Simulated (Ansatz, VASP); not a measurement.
Hf: VASP beside Ansatz

File POSCAR:

```
Hf
1.0
    0.0000000000      2.1746811613      2.1746811613
    2.1746811613      0.0000000000      2.1746811613
    2.1746811613      2.1746811613      0.0000000000
Hf
1
Direct
    0.0000000000      0.0000000000      0.0000000000
```

The input INCAR.step1:

```
SYSTEM = Hf
ALGO     = Normal         ! electronic algorithm
EDIFF    = 1E-4           ! SCF threshold, eV
ENCUT    = 520            ! plane-wave cutoff, eV
GGA      = PE             ! functional
ISMEAR   = -1             ! smearing method
LASPH    = .TRUE.         ! aspherical terms in the spheres
LCHARG   = .FALSE.        ! write CHGCAR
LREAL    = .FALSE.        ! projectors in reciprocal space
LWAVE    = .TRUE.         ! write WAVECAR
NBANDS   = 11             ! bands
NELM     = 100            ! most SCF steps
PREC     = Accurate       ! precision mode
SIGMA    = 0.05           ! smearing width, eV
```

INCAR.step2

```
SYSTEM = Hf
ALGO     = Normal         ! electronic algorithm
EDIFF    = 1E-7           ! SCF threshold, eV
ENCUT    = 520            ! plane-wave cutoff, eV
ISIF     = 2              ! what is computed and relaxed
ISMEAR   = -1             ! smearing method
ISTART   = 1            
LASPH    = .TRUE.         ! aspherical terms in the spheres
LCHARG   = .TRUE.         ! write CHGCAR
LELF     = .TRUE.         ! ELF
LMIXTAU  = .TRUE.       
LREAL    = .FALSE.        ! projectors in reciprocal space
LVHAR    = .TRUE.       
LWAVE    = .FALSE.        ! write WAVECAR
METAGGA  = R2SCAN         ! meta-GGA
NBANDS   = 11             ! bands
NELM     = 100            ! most SCF steps
PREC     = Accurate       ! precision mode
SIGMA    = 0.05           ! smearing width, eV
```

Contents of KPOINTS:

```
k-points
0
G
  10 10 10
  0 0 0
```

File input.yaml:

```yaml
crystal:
  lattice:
    - [0.0, 2.1746811613, 2.1746811613]
    - [2.1746811613, 0.0, 2.1746811613]
    - [2.1746811613, 2.1746811613, 0.0]
  atoms:
    - { symbol: Hf, position: [0.0, 0.0, 0.0] }
hamiltonian:
  xc: r2scan
  pseudopotentials: { kind: paw }
kpoints:
  mp_grid: { grid: [10, 10, 10] }
scf:
  occupations: { method: fermi_dirac, width: 0.05 }
output:
  forces: true
  stress: true
  eigenvalues: true
  write_density: true
  write_potential: true
  elf: true
  volumetric_format: npy
```

Alike in both runs: task single point; functional r2SCAN; k mesh 10 × 10 × 10; occupations fermi-dirac, width 0.05 eV; no spin polarisation.

|  | VASP | Ansatz |
| --- | --- | --- |
| version | VASP 6.6.1 | Ansatz 0.2.0 |
| potentials or method | VASP PAW PBE potentials, release 64 (Hf_pv) | Ansatz PAW |
| plane-wave cutoff (eV) | 520 | 500 |
| valence electrons in the cell | 10 | 26 |

```tsv
	VASP	Ansatz	Ansatz less VASP
gap on the k mesh at the Fermi level (eV)	none	none	-
pressure (GPa)	9.5	10.0	+0.48
```

VASP's potentials were made for PBE, not for r2SCAN. A gap of «none» marks a metal or a gap that the smearing closes. With one functional, cell and mesh, what is left measures potentials, basis and numerics. VASP's potentials hold 10 valence electrons a cell and Ansatz's 26, so a difference there can come from the potentials and not from the codes.

Spin-orbit coupling is off throughout.
